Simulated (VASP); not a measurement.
Write the native input for VASP 6.6.1 that does the following.

```yaml
Task: single point
Functional: BLYP
Dispersion: D3(BJ)
Potentials_or_basis: VASP PAW PBE potentials, release 64 (Pd)
Cutoff: 520 eV
k_mesh: 12 × 12 × 12
Occupations: fermi-dirac, width 0.05 eV
Spin: no spin polarisation
Dipole_correction: no
Further_INCAR_settings: ALGO = Fast; EDIFF = 1e-06; NBANDS = 11
```

The structure of Pd lies in POSCAR:

```
Pd
1.0
    0.0000000000      1.9465000000      1.9465000000
    1.9465000000      0.0000000000      1.9465000000
    1.9465000000      1.9465000000      0.0000000000
Pd
1
Direct
    0.0000000000      0.0000000000      0.0000000000
```

These files were run (other wordings do the same):

INCAR

```
SYSTEM = Pd
PREC = Accurate
ENCUT = 520
EDIFF = 1E-6
ISMEAR = -1
SIGMA = 0.05
LREAL = .FALSE.
LASPH = .TRUE.
NELM = 100
ALGO = Fast
ISIF = 2
LWAVE = .FALSE.
LCHARG = .FALSE.
GGA = B5
ALDAX = 1.0
AGGAX = 1.0
AGGAC = 1.0
ALDAC = 0.0
IVDW = 12
VDW_S6 = 1.0
VDW_S8 = 2.6996
VDW_A1 = 0.4298
VDW_A2 = 4.2359
NBANDS = 11
```

KPOINTS

```
Automatic mesh
0
G
  12 12 12
  0 0 0
```

Potentials or basis: VASP PAW PBE potentials, release 64 (Pd).

The run is started by

```bash
$ cat potpaw_PBE.64/Pd/POTCAR > POTCAR
$ mpirun -np 1 vasp_std > vasp.out
```

It gave:

```yaml
Pressure: 1.0 GPa
Band_gap_on_the_k_mesh: zero (band 5 reaches 10.59 eV, above the bottom of band 6 at 8.98 eV)
Dispersion_energy_per_atom: -1.531 eV
```

Caveat: the PAW data sets were made with another functional, which shifts forces and pressure a little; pairwise dispersion overbinds metals, which lowers pressure and volume.

It took 12 s on 1 thread of AMD EPYC 7R13 Processor (Zen 3) (shared host), peak memory 0.11 GiB.
